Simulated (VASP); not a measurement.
Input of a VASP 6.6.1 run:

Contents of INCAR:

```
SYSTEM = Si2F3
PREC = Accurate ; ENCUT = 520
EDIFF = 1E-6 ; ISMEAR = 0
SIGMA = 0.1 ; LREAL = .FALSE.
LASPH = .TRUE. ; NELM = 80
ALGO = Normal ; ISIF = 2
LWAVE = .FALSE. ; LCHARG = .FALSE.
GGA = PE ; NBANDS = 22
```

KPOINTS

```
regular mesh
0
G
  4 4 4
  0 0 0
```

The input POSCAR:

```
Si2F3
1.0
    4.2594769300      0.0000000000      0.0000000000
    0.0000000000      4.2594769300      0.0000000000
    0.0000000000      0.0000000000      4.2594769300
Si F
2 3
Direct
    0.0000000000      0.0000000000      0.0000000000
    0.5000000000      0.5000000000      0.5000000000
    0.0000000000      0.5000000000      0.5000000000
    0.5000000000      0.0000000000      0.5000000000
    0.5000000000      0.5000000000      0.0000000000
```

Potentials or basis: VASP PAW PBE potentials, release 64 (Si, F).

Launch:

```sh
$ cat potpaw_PBE.64/Si/POTCAR potpaw_PBE.64/F/POTCAR > POTCAR
$ mpirun -np 1 vasp_std > vasp.out
```

Question: Predict the pressure.

Answer: -0.8 GPa.

Caveat: the k points lie up to 0.37 Å⁻¹ apart; an odd number of electrons without spin polarisation forces a metal; a magnetic or distorted state may lie lower.
